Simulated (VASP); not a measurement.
Input of a VASP 6.6.1 run:

The input INCAR:

```
SYSTEM = Ta
PREC = Accurate
ENCUT = 520
EDIFF = 1E-6
ISMEAR = 0
SIGMA = 0.1
LREAL = .False.
LASPH = .True.
NELM = 80
ALGO = Fast
ISIF = 2
LWAVE = .False.
LCHARG = .False.
GGA = PS
NBANDS = 18
```

Contents of KPOINTS:

```
regular mesh
0
Gamma
  16 16 16
  0 0 0
```

The input POSCAR:

```
Ta
1.0
    3.2804820868      0.0000000000      0.0000000000
    0.0000000000      3.2804820868      0.0000000000
    0.0000000000      0.0000000000      3.4773110120
Ta
2
Direct
    0.0000000000      0.0000000000      0.0000000000
    0.5000000000      0.5000000000      0.5000000000
```

Potentials or basis: VASP PAW PBE potentials, release 64 (Ta_pv).

Command:

```sh
$ cat potpaw_PBE.64/Ta_pv/POTCAR > POTCAR
$ mpirun -np 1 vasp_std > vasp.out
```

(1) Estimate the band gap on the k mesh.

(2) Predict the pressure.

Results:

(1) zero (bands 11 and 12 overlap by 2.82 eV).

(2) -10.3 GPa.

Caveat: the cell differs from its parent crystal (strain along c alone, the other axes held: +6.0 %); the cell stands under tension; the PAW data sets were made with another functional, which shifts forces and pressure a little; spin-orbit coupling is left out, which moves the levels of the heavy elements.
